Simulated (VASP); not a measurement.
Here is a VASP 6.6.1 calculation.

File INCAR:

```
ALGO = Normal
EDIFF = 1E-6
EDIFFG = -0.01
ENCUT = 600
GGA = PS
IBRION = 2
ISIF = 3
ISMEAR = -1
LASPH = T
LCHARG = F
LREAL = F
LWAVE = F
NELM = 100
NSW = 80
PREC = Accurate
SIGMA = 0.1
```

Contents of KPOINTS:

```
k-points
0
Gamma
  8 8 12
```

Contents of POSCAR:

```
Re
1.0
    4.3646887072      0.0000000000      0.0000000000
   -2.1823443536      3.7799313000      0.0000000000
    0.0000000000      0.0000000000      2.6755541775
Re
3
Direct
    0.0000000000      0.0000000000      0.0000000000
    0.3333333333      0.6666666667      0.5000000000
    0.6666666667      0.3333333333      0.5000000000
```

Potentials or basis: VASP PAW PBE potentials, release 64 (Re).

The run is started by

```sh
$ cat potpaw_PBE.64/Re/POTCAR > POTCAR
$ mpirun -np 1 vasp_std > vasp.out
```

**Question.** What does it give for the band gap on the k mesh?

**Answer.** Zero (an odd number of electrons rules out a gap without spin polarisation).

**Question.** What does it give for the relaxed volume?

**Answer.** 14.78 Å³/atom.

The path:
```
step  energy change (eV)  largest force (eV/Å)  pressure (GPa)  volume (Å³)
   1              0.0000                0.0000            1.40        44.14
   2              0.0167                0.0000           -3.81        44.93
   3             -0.0239                0.0000           -1.26        44.49
   4             -0.0239                0.0000           -1.24        44.49
   5             -0.0172                0.0000            4.35        43.87
   6             -0.0246                0.0000            0.00        44.35
```

Caveat: the highest band is partly filled, so the run has too few bands; the PAW data sets were made with another functional, which shifts forces and pressure a little; spin-orbit coupling is left out, which moves the levels of the heavy elements.
